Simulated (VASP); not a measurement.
# SnO (Romarchite) (P4/nmm) in VASP: further runs

SnO (Romarchite) is run at these levels: r2SCAN+D3(BJ); tasks: single point.

Everything below comes from runs of VASP 6.6.1. Logs are shortened: lines on timing, memory, paths and dates and some standing lists are left out, and cuts for length are marked.

### Step 1. The cell of the first run

It takes space group P4/nmm (No. 129, tetragonal). The conventional cell has a = 3.798 Å, b = 3.798 Å, c = 4.823 Å, α = 90.00°, β = 90.00°, γ = 90.00°. Within 2.9 Å of Sn (site symmetry 4mm) lie 4 O at 2.22 Å. Within 2.9 Å of O (site symmetry -4m2) lie 4 Sn at 2.22 Å and 4 O at 2.69 Å.

### Step 2. Single point, r2SCAN+D3(BJ)

Contents of POSCAR:

```
SnO
1.0
    3.7983846277      0.0000000000      0.0000000000
    0.0000000000      3.7983846277      0.0000000000
    0.0000000000      0.0000000000      4.8231340539
Sn O
2 2
Direct
    0.5000000000      0.0000000000      0.2376254760
    0.0000000000      0.5000000000      0.7623745240
    0.0000000000      0.0000000000      0.0000000000
    0.5000000000      0.5000000000      0.0000000000
```

Contents of INCAR.step1:

```
PREC = Accurate ; ENCUT = 520
ISMEAR = 0 ; SIGMA = 0.05
LREAL = F ; LASPH = T
NELM = 60 ; NBANDS = 28
GGA = PE ; ALGO = Normal
EDIFF = 1E-4 ; LWAVE = T
LCHARG = F
```

Contents of INCAR.step2:

```
PREC = Accurate ; ENCUT = 520
EDIFF = 1E-7 ; ISMEAR = 0
SIGMA = 0.05 ; LREAL = F
LASPH = T ; NELM = 60
ALGO = Normal ; ISIF = 2
LWAVE = F ; LCHARG = F
METAGGA = R2SCAN ; LMIXTAU = T
IVDW = 12 ; VDW_S6 = 1.0
VDW_S8 = 0.78981345 ; VDW_A1 = 0.49484001
VDW_A2 = 5.73083694 ; NBANDS = 28
ISTART = 1
```

Contents of KPOINTS:

```
Automatic mesh
0
Gamma
  10 10 8
```

Potentials or basis: VASP PAW PBE potentials, release 64 (Sn_d, O).

Run with:

```sh
> cat potpaw_PBE.64/Sn_d/POTCAR potpaw_PBE.64/O/POTCAR > POTCAR
> cp INCAR.step1 INCAR
> mpirun -np 1 vasp_std > vasp.out
> cp INCAR.step2 INCAR
> mpirun -np 1 vasp_std > vasp.out
```

OUTCAR:

```text
PREC = Accurate
   ENCUT = 520
   EDIFF = 1E-7
   ISMEAR = 0
   LREAL = F
   LASPH = T
   NELM = 60
   ISIF = 2
   METAGGA = R2SCAN
   IVDW = 12
   ISTART = 1
 IVDW          = 12

 ion  position               nearest neighbor table
   1  0.500  0.000  0.238-   3 2.22   4 2.22   4 2.22   3 2.22   2 3.53   2 3.53   2 3.53   2 3.53
                             2 3.69   2 3.69   2 3.69   2 3.69
   2  0.000  0.500  0.762-   3 2.22   4 2.22   3 2.22   4 2.22   1 3.53   1 3.53   1 3.53   1 3.53
                             1 3.69   1 3.69   1 3.69   1 3.69
   3  0.000  0.000  0.000-   1 2.22   2 2.22   2 2.22   1 2.22
   4  0.500  0.500  0.000-   1 2.22   2 2.22   1 2.22   2 2.22

  LATTYP: Found a simple tetragonal cell.
 ALAT       =     3.7983846277
 C/A-ratio  =     1.2697855869

  Lattice vectors:

 A1 = (   3.7983846277,   0.0000000000,   0.0000000000)
 A2 = (   0.0000000000,   3.7983846277,   0.0000000000)
 A3 = (   0.0000000000,   0.0000000000,   4.8231340539)

Analysis of symmetry for initial positions (statically):
=====================================================================
 Subroutine PRICEL returns:
 Original cell was already a primitive cell.

 Routine SETGRP: Setting up the symmetry group for a
 simple tetragonal supercell.

 Subroutine GETGRP returns: Found 16 space group operations
 (whereof  8 operations were pure point group operations)
 out of a pool of 16 trial point group operations.

The static configuration has the point symmetry D_2d.
 The point group associated with its full space group is D_4h.

Analysis of symmetry for dynamics (positions and initial velocities):
=====================================================================
 Subroutine PRICEL returns:
 Original cell was already a primitive cell.

 Routine SETGRP: Setting up the symmetry group for a
 simple tetragonal supercell.

 Subroutine GETGRP returns: Found 16 space group operations
 (whereof  8 operations were pure point group operations)
 out of a pool of 16 trial point group operations.

The dynamic configuration has the point symmetry D_2d.
 The point group associated with its full space group is D_4h.

 Subroutine INISYM returns: Found 16 space group operations
 (whereof  8 operations are pure point group operations),
 and found     1 'primitive' translations

[... 97 lines left out ...]
   NELM   =     60;   NELMIN=  2; NELMDL=  0     # of ELM steps
   EDIFF  = 0.1E-06   stopping-criterion for ELM
   LREAL  =      F    real-space projection
   EDIFFG = 0.1E-05   stopping-criterion for IOM
   NSW    =      0    number of steps for IOM
   IBRION =     -1    ionic relax: 0-MD 1-quasi-New 2-CG
   NFREE  =      0    steps in history (QN), initial steepest desc. (CG)
   ISIF   =      2    stress and relaxation
   ISYM   =      2    0-nonsym 1-usesym 2-fastsym
   POTIM  = 0.5000    time-step for ionic-motion
   TEBEG  =    0.0;   TEEND  =   0.0 temperature during run
   PSTRESS=    0.0 pullay stress
   NELECT =      40.0000    total number of electrons
   NUPDOWN=      -1.0000    fix difference up-down
   EMIN   =  10.00;   EMAX   =-10.00  energy-range for DOS
   EFERMI =   0.00;   METHOD = LEGACY
   ISMEAR =     0;   SIGMA  =   0.05  broadening in eV -4-tet -1-fermi 0-gaus
   EFERMI_NEDOS =   21; number of points for ismear=-14 and -15
   IALGO  =     38    algorithm
   IMIX   =      4    mixing-type and parameters
     AMIX     =   0.40;   BMIX     =  1.00
     AMIX_MAG =   1.60;   BMIX_MAG =  1.00
  volume/ion in A,a.u.               =      17.40       117.40
  Fermi-wavevector in a.u.,A,eV,Ry     =   1.361191  2.572278 25.209434  1.852841
  Thomas-Fermi vector in A             =   2.487788
   LORBIT       =      0    0 simple, 1 ext, 2 COOP (PROOUT), +10 PAW based schemes
   METAGGA = R2SCAN    functional components
   LHFCALC =     F    Hartree Fock is set to
   AEXX    =    0.0000 exact exchange contribution
   IVDW    =    12    specifies the selected vdW correction
   LEPSILON=     F    determine dielectric tensor
   LRPA    =     F    only Hartree local field effects (RPA)
 non-spin polarized calculation
 Gauss-broadening in eV      SIGMA  =   0.05
  energy-cutoff  :      520.00
  volume of cell :       69.59
 maximum number of plane-waves:      1888
   NGX = 15   NGY = 15   NGZ = 17

 number of electron      39.9999996 magnetization

 Free energy of the ion-electron system (eV)
  ---------------------------------------------------
  ext. energy  EPLUGINS =         0.00000000
  ---------------------------------------------------
  free energy    TOTEN  =       -66.89749238 eV

  energy without entropy =      -66.89748180  energy(sigma->0) =      -66.89748709

 E-fermi :   7.3569     XC(G=0): -10.9739

 val. band max:        7.2775425690   @ k =   0.0000   0.0000   0.0000
 cond. band min:       7.4379737437   @ k =   0.5000   0.5000   0.0000
 fundamental gap:      0.1604311747
 Fermi energy:         7.3569156519

 k-point     1 :       0.0000    0.0000    0.0000
  band No.  band energies     occupation
      1     -15.7431      2.00000
      2     -15.1631      2.00000
      3     -15.1531      2.00000
      4     -15.1531      2.00000
      5     -15.1022      2.00000
      6     -15.0811      2.00000
[... 733 lines left out ...]
     27      14.8608      0.00000
     28      17.3765      0.00000

 [... further k-points ...]

------------------------ aborting loop because EDIFF is reached ----------------------------------------

 Edisp (eV)   -0.44533

 E8    (eV) :    -0.1516

  FORCE on cell =-STRESS in cart. coord.  units (eV):
  Direction    XX          YY          ZZ          XY          YZ          ZX
  --------------------------------------------------------------------------------------
  -------------------------------------------------------------------------------------
  Total       0.15633     0.15633     0.11776     0.00000    -0.00000     0.00000
  in kB       3.59929     3.59929     2.71125     0.00000    -0.00000     0.00000
  external pressure =        3.30 kB  Pullay stress =        0.00 kB

 VOLUME and BASIS-vectors are now :
 -----------------------------------------------------------------------------
  energy-cutoff  :      520.00
  volume of cell :       69.59
      direct lattice vectors                 reciprocal lattice vectors
     3.798384628  0.000000000  0.000000000     0.263269810  0.000000000  0.000000000
     0.000000000  3.798384628  0.000000000     0.000000000  0.263269810  0.000000000
     0.000000000  0.000000000  4.823134054     0.000000000  0.000000000  0.207334067

 POSITION                                       TOTAL-FORCE (eV/Angst)
 -----------------------------------------------------------------------------------
      1.89919      0.00000      1.14610         0.000000      0.000000      0.148949
      0.00000      1.89919      3.67703        -0.000000      0.000000     -0.148949
      0.00000      0.00000      0.00000        -0.000000      0.000000      0.000000
      1.89919      1.89919      0.00000        -0.000000      0.000000      0.000000
 -----------------------------------------------------------------------------------
    total drift:                                0.000000      0.000000      0.000000

  FREE ENERGIE OF THE ION-ELECTRON SYSTEM (eV)
  ---------------------------------------------------
  free  energy   TOTEN  =       -67.3428181813 eV

  energy  without entropy=      -67.3428075964  energy(sigma->0) =      -67.34281289
```

OSZICAR.step1:

```text
N       E                     dE             d eps       ncg     rms          rms(c)
DAV:   1     0.421444355607E+03    0.42144E+03   -0.20042E+04  6060   0.219E+03
DAV:   2     0.369258742774E+02   -0.38452E+03   -0.36921E+03  6108   0.544E+02
DAV:   3    -0.233653196724E+02   -0.60291E+02   -0.59155E+02  6692   0.180E+02
DAV:   4    -0.262647759594E+02   -0.28995E+01   -0.28849E+01  6708   0.421E+01
DAV:   5    -0.263348467613E+02   -0.70071E-01   -0.70060E-01  6396   0.704E+00    0.117E+01
DAV:   6    -0.226712146617E+02    0.36636E+01   -0.16407E+01  9500   0.445E+01    0.489E+00
DAV:   7    -0.226745303433E+02   -0.33157E-02   -0.19830E+00  7004   0.854E+00    0.248E+00
DAV:   8    -0.226631295033E+02    0.11401E-01   -0.28227E-01  7984   0.370E+00    0.816E-01
DAV:   9    -0.226550930993E+02    0.80364E-02   -0.48925E-02  9232   0.236E+00    0.234E-01
DAV:  10    -0.226563248233E+02   -0.12317E-02   -0.72056E-03  8016   0.777E-01    0.138E-01
DAV:  11    -0.226560032429E+02    0.32158E-03   -0.17754E-03  8828   0.405E-01    0.208E-02
DAV:  12    -0.226560462250E+02   -0.42982E-04   -0.31532E-04  5968   0.988E-02
   1 F= -.22656046E+02 E0= -.22655942E+02  d E =-.207978E-03
```

It took 4.3 min on 1 thread of Intel Xeon 6975P-C (Granite Rapids), shared host; peak memory 0.3 GiB.

What came out:

| Item | Value |
| --- | --- |
| Free energy | -67.3428 eV |
| Pressure | 0.3 GPa |
| Largest force | 0.149 eV/Å |
| Band gap on the k mesh | 0.16 eV, indirect (least direct gap 2.29 eV) |
| Dispersion energy per atom | -0.111 eV |

Forces in eV/Å, atoms in the order of the input:
```
Sn   0.000  0.000  0.149
Sn   0.000  0.000 -0.149
O    0.000  0.000  0.000
O    0.000  0.000  0.000
```

Levels at points of the mesh, in eV from the valence-band top:
| k point | band 16 | band 17 | band 18 | band 19 | band 20 | band 21 | band 22 | band 23 | band 24 | band 25 |
| --- | --- | --- | --- | --- | --- | --- | --- | --- | --- | --- |
| (0.00, 0.00, 0.00) | -6.81 | -3.95 | -3.65 | -3.65 | 0.00 | 2.42 | 4.61 | 4.85 | 4.85 | 6.10 |
| (0.50, 0.00, 0.00) | -5.48 | -5.35 | -5.35 | -3.01 | -3.01 | 3.48 | 3.48 | 6.20 | 6.20 | 6.36 |
| (0.50, 0.50, 0.00) | -5.62 | -2.97 | -2.97 | -2.13 | -2.13 | 0.16 | 0.16 | 4.75 | 4.75 | 7.73 |
| (0.00, 0.00, 0.50) | -4.01 | -3.66 | -3.66 | -3.07 | -2.58 | 1.95 | 3.09 | 3.09 | 3.79 | 8.40 |
| (0.50, 0.00, 0.50) | -5.94 | -5.31 | -5.31 | -2.04 | -2.04 | 2.80 | 2.80 | 5.68 | 5.68 | 7.08 |
| (0.50, 0.50, 0.50) | -6.07 | -2.97 | -2.97 | -2.93 | -2.93 | 2.45 | 2.45 | 4.40 | 4.40 | 5.96 |

Caveat: the PAW data sets were made with another functional, which shifts forces and pressure a little; spin-orbit coupling is left out, which moves the levels of the heavy elements. A k mesh can miss the band edges.

### Step 3. Single point, r2SCAN+D3(BJ)

This run uses another cell than the first one, of 17.46 Å³/atom, 1.004 times its volume.

Contents of POSCAR:

```
SnO
1.0
    3.7986000000      0.0000000000      0.0000000000
    0.0000000000      3.7986000000      0.0000000000
    0.0000000000      0.0000000000      4.8408000000
Sn O
2 2
Direct
    0.5000000000      0.0000000000      0.2368722158
    0.0000000000      0.5000000000      0.7631277842
    0.0000000000      0.0000000000      0.0000000000
    0.5000000000      0.5000000000      0.0000000000
```

Contents of INCAR.step1:

```
  ALGO = Normal
  EDIFF = 1E-4
  ENCUT = 520
  GGA = PE
  ISMEAR = 0
  LASPH = True
  LCHARG = False
  LREAL = False
  LWAVE = True
  NBANDS = 28
  NELM = 60
  PREC = Accurate
  SIGMA = 0.05
```

Contents of INCAR.step2:

```
  ALGO = Normal
  EDIFF = 1E-7
  ENCUT = 520
  ISIF = 2
  ISMEAR = 0
  ISTART = 1
  IVDW = 12
  LASPH = True
  LCHARG = True
  LELF = True
  LMIXTAU = True
  LREAL = False
  LVHAR = True
  LWAVE = False
  METAGGA = R2SCAN
  NBANDS = 28
  NELM = 60
  PREC = Accurate
  SIGMA = 0.05
  VDW_A1 = 0.49484001
  VDW_A2 = 5.73083694
  VDW_S6 = 1.0
  VDW_S8 = 0.78981345
```

Contents of KPOINTS:

```
k-points
0
Gamma
  10 10 8
```

Potentials or basis: VASP PAW PBE potentials, release 64 (Sn_d, O).

Run with:

```sh
> cat potpaw_PBE.64/Sn_d/POTCAR potpaw_PBE.64/O/POTCAR > POTCAR
> cp INCAR.step1 INCAR
> mpirun -np 1 vasp_std > vasp.out
> cp INCAR.step2 INCAR
> mpirun -np 1 vasp_std > vasp.out
```

Run time: 4.4 min. Hardware: 1 thread of Intel Xeon 6975P-C (Granite Rapids), shared host; peak memory 0.3 GiB.

It converged, with:

- Free energy: -67.3424 eV
- Pressure: 0.3 GPa
- Largest force: 0.150 eV/Å
- Band gap on the k mesh: 0.19 eV, indirect (least direct gap 2.31 eV)
- Dispersion energy per atom: -0.111 eV

Forces on the atoms (eV/Å):
```
Sn   0.000  0.000  0.150
Sn   0.000  0.000 -0.150
O    0.000  0.000  0.000
O    0.000  0.000  0.000
```

Stress tensor (GPa, compression positive):
```
0.31 0.00 0.00
0.00 0.31 0.00
0.00 0.00 0.16
```

Levels at points of the mesh, in eV from the valence-band top:
| k point | band 17 | band 18 | band 19 | band 20 | band 21 | band 22 | band 23 | band 24 |
| --- | --- | --- | --- | --- | --- | --- | --- | --- |
| (0.00, 0.00, 0.00) | -3.94 | -3.64 | -3.64 | 0.00 | 2.41 | 4.57 | 4.87 | 4.87 |
| (0.50, 0.00, 0.00) | -5.34 | -5.34 | -3.00 | -3.00 | 3.46 | 3.46 | 6.21 | 6.21 |
| (0.50, 0.50, 0.00) | -2.96 | -2.96 | -2.13 | -2.13 | 0.19 | 0.19 | 4.75 | 4.75 |
| (0.00, 0.00, 0.50) | -3.65 | -3.65 | -3.09 | -2.58 | 1.96 | 3.12 | 3.12 | 3.81 |
| (0.50, 0.00, 0.50) | -5.30 | -5.30 | -2.03 | -2.03 | 2.78 | 2.78 | 5.70 | 5.70 |
| (0.50, 0.50, 0.50) | -2.96 | -2.96 | -2.91 | -2.91 | 2.46 | 2.46 | 4.37 | 4.37 |

Caveat: the PAW data sets were made with another functional, which shifts forces and pressure a little; spin-orbit coupling is left out, which moves the levels of the heavy elements.

### Step 4. Single point, r2SCAN+D3(BJ)

This run uses another cell than the first one, of 17.47 Å³/atom, 1.004 times its volume.

Contents of POSCAR:

```
SnO
1.0
    3.8022091718      0.0000000000      0.0000000000
    0.0000000000      3.8022091718      0.0000000000
    0.0000000000      0.0000000000      4.8327670702
Sn O
2 2
Direct
    0.5000000000      0.0000000000      0.2370647869
    0.0000000000      0.5000000000      0.7629352131
    0.0000000000      0.0000000000      0.0000000000
    0.5000000000      0.5000000000      0.0000000000
```

Contents of INCAR.step1:

```
PREC     = Accurate       # precision mode
ENCUT    = 520            # plane-wave cutoff, eV
ISMEAR   = 0              # smearing method
SIGMA    = 0.05           # smearing width, eV
LREAL    = F              # projectors in reciprocal space
LASPH    = T              # aspherical terms in the spheres
NELM     = 80             # most SCF steps
NBANDS   = 28             # bands
GGA      = PE             # functional
ALGO     = Normal         # electronic algorithm
EDIFF    = 1E-4           # SCF threshold, eV
LWAVE    = T              # write WAVECAR
LCHARG   = F              # write CHGCAR
```

Contents of INCAR.step2:

```
PREC     = Accurate       # precision mode
ENCUT    = 520            # plane-wave cutoff, eV
EDIFF    = 1E-7           # SCF threshold, eV
ISMEAR   = 0              # smearing method
SIGMA    = 0.05           # smearing width, eV
LREAL    = F              # projectors in reciprocal space
LASPH    = T              # aspherical terms in the spheres
NELM     = 80             # most SCF steps
ALGO     = Normal         # electronic algorithm
ISIF     = 2              # what is computed and relaxed
LWAVE    = F              # write WAVECAR
LCHARG   = F              # write CHGCAR
METAGGA  = R2SCAN         # meta-GGA
LMIXTAU  = T            
IVDW     = 12             # dispersion correction
VDW_S6   = 1.0          
VDW_S8   = 0.78981345   
VDW_A1   = 0.49484001   
VDW_A2   = 5.73083694   
NBANDS   = 28             # bands
ISTART   = 1
```

Contents of KPOINTS:

```
Automatic mesh
0
Gamma
  10 10 8
```

Run with:

```sh
> cat potpaw_PBE.64/Sn_d/POTCAR potpaw_PBE.64/O/POTCAR > POTCAR
> cp INCAR.step1 INCAR
> mpirun -np 1 vasp_std > vasp.out
> cp INCAR.step2 INCAR
> mpirun -np 1 vasp_std > vasp.out
```

Run time: 4.4 min. Hardware: 1 thread of Intel Xeon 6975P-C (Granite Rapids), shared host; peak memory 0.31 GiB.

The run converged. Its results:

```yaml
Free_energy: -67.3427 eV
Pressure: 0.1 GPa
Largest_force: 0.141 eV/Å
Band_gap_on_the_k_mesh: 0.19 eV, indirect (least direct gap 2.31 eV)
Dispersion_energy_per_atom: -0.111 eV
```

Forces in eV/Å, atoms in the order of the input:
```
Sn   0.000  0.000  0.141
Sn   0.000  0.000 -0.141
O    0.000  0.000  0.000
O    0.000  0.000  0.000
```

Levels at points of the mesh, in eV from the valence-band top:
| k point | band 17 | band 18 | band 19 | band 20 | band 21 | band 22 | band 23 | band 24 |
| --- | --- | --- | --- | --- | --- | --- | --- | --- |
| (0.00, 0.00, 0.00) | -3.93 | -3.63 | -3.63 | 0.00 | 2.41 | 4.59 | 4.87 | 4.87 |
| (0.50, 0.00, 0.00) | -5.33 | -5.33 | -2.98 | -2.98 | 3.48 | 3.48 | 6.21 | 6.21 |
| (0.50, 0.50, 0.00) | -2.95 | -2.95 | -2.11 | -2.11 | 0.19 | 0.19 | 4.76 | 4.76 |
| (0.00, 0.00, 0.50) | -3.64 | -3.64 | -3.08 | -2.55 | 1.95 | 3.12 | 3.12 | 3.80 |
| (0.50, 0.00, 0.50) | -5.29 | -5.29 | -2.02 | -2.02 | 2.80 | 2.80 | 5.69 | 5.69 |
| (0.50, 0.50, 0.50) | -2.95 | -2.95 | -2.91 | -2.91 | 2.47 | 2.47 | 4.39 | 4.39 |

Caveat: the PAW data sets were made with another functional, which shifts forces and pressure a little; spin-orbit coupling is left out, which moves the levels of the heavy elements.

### Step 5. Overview

| cell | gap on the mesh (eV) | pressure (GPa) | largest force (eV/Å) |
| --- | --- | --- | --- |
| a = 3.798, b = 3.798, c = 4.823 Å, 4 atoms | 0.16 | 0.3 | 0.15 |
| a = 3.799, b = 3.799, c = 4.841 Å, 4 atoms | 0.19 | 0.3 | 0.15 |
| a = 3.802, b = 3.802, c = 4.833 Å, 4 atoms | 0.19 | 0.1 | 0.14 |

Alike in all rows: task single point; level r2SCAN+D3(BJ); potentials or basis VASP PAW PBE potentials, release 64 (Sn_d, O); no spin polarisation; k mesh 10 × 10 × 8; cutoff (eV) 520; smearing gaussian 0.05 eV.

Caveats: the PAW data sets were made with another functional, which shifts forces and pressure a little; spin-orbit coupling is left out, which moves the levels of the heavy elements.

Absolute energies hang on the potentials; compare differences alone.
